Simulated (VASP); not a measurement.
LuTl2S4Br: single point with PBE

Crystal: LuTl2S4Br.

```
Lu Tl S Br
1.0
     4.24967    0.00000    0.00000
     0.00000    4.24967    0.00000
     0.00000    0.00000   10.09086
Lu Tl S Br
1 2 4 1
Direct
  0.00000 0.00000 0.00000
  0.50000 0.50000 0.72930
  0.50000 0.50000 0.27070
  0.50000 0.00000 0.85400
  0.00000 0.50000 0.85400
  0.50000 0.00000 0.14600
  0.00000 0.50000 0.14600
  0.00000 0.00000 0.50000
```

| Item | Value |
| --- | --- |
| Program | VASP 6.6.1 |
| Task | single point |
| Functional | PBE |
| Potentials or basis | VASP PAW PBE potentials, release 64 (Lu, Tl_d, S, Br) |
| Cutoff | 520 eV |
| k mesh | 4 × 4 × 2 |
| Occupations | fermi-dirac, width 0.0506 eV |
| Spin | no spin polarisation |

* Pressure: 19.6 GPa
* Largest force: 3.622 eV/Å
* Band gap on the k mesh: zero (bands 41 and 42 overlap by 0.83 eV)

Forces on the atoms (eV/Å):
```
Lu   0.000  0.000  0.000
Tl   0.000  0.000 -3.622
Tl   0.000  0.000  3.622
S    0.000  0.000  0.368
S    0.000  0.000  0.368
S    0.000  0.000 -0.368
S    0.000  0.000 -0.368
Br   0.000  0.000  0.000
```

Stress tensor (GPa, compression positive):
```
22.95  0.00  0.00
 0.00 22.95  0.00
 0.00  0.00 12.96
```

Levels at points of the mesh, in eV from the Fermi level:
| k point | band 39 | band 40 | band 41 | band 42 | band 43 | band 44 |
| --- | --- | --- | --- | --- | --- | --- |
| (0.00, 0.00, 0.00) | -0.52 | -0.08 | -0.08 | 0.39 | 1.21 | 1.76 |
| (0.50, 0.00, 0.00) | -1.63 | -0.59 | -0.59 | 0.94 | 1.49 | 3.39 |
| (0.00, 0.50, 0.00) | -1.63 | -0.59 | -0.59 | 0.94 | 1.49 | 3.39 |
| (0.50, 0.50, 0.00) | -0.79 | -0.14 | 0.77 | 1.11 | 1.17 | 3.11 |
| (0.00, 0.00, 0.50) | -0.41 | -0.08 | -0.08 | 0.38 | 0.94 | 2.65 |
| (0.50, 0.00, 0.50) | -1.18 | -1.16 | -0.59 | 0.38 | 1.76 | 3.41 |
| (0.00, 0.50, 0.50) | -1.18 | -1.16 | -0.59 | 0.38 | 1.76 | 3.41 |
| (0.50, 0.50, 0.50) | -0.79 | -0.69 | 0.77 | 1.11 | 1.17 | 3.38 |

Run time: 4.1 min on 1 thread of Intel(R) Xeon(R) Platinum 8259CL CPU @ 2.50GHz (Skylake/Cascade Lake), on a shared host, peak memory 0.38 GiB.

Caveat: the k points lie up to 0.37 Å⁻¹ apart, too coarse for converged energies and pressures of a metal; spin-orbit coupling is left out, which moves the levels of the heavy elements; forces of over 1 eV/Å act on the atoms, so gaps and moduli don't describe the material at rest.
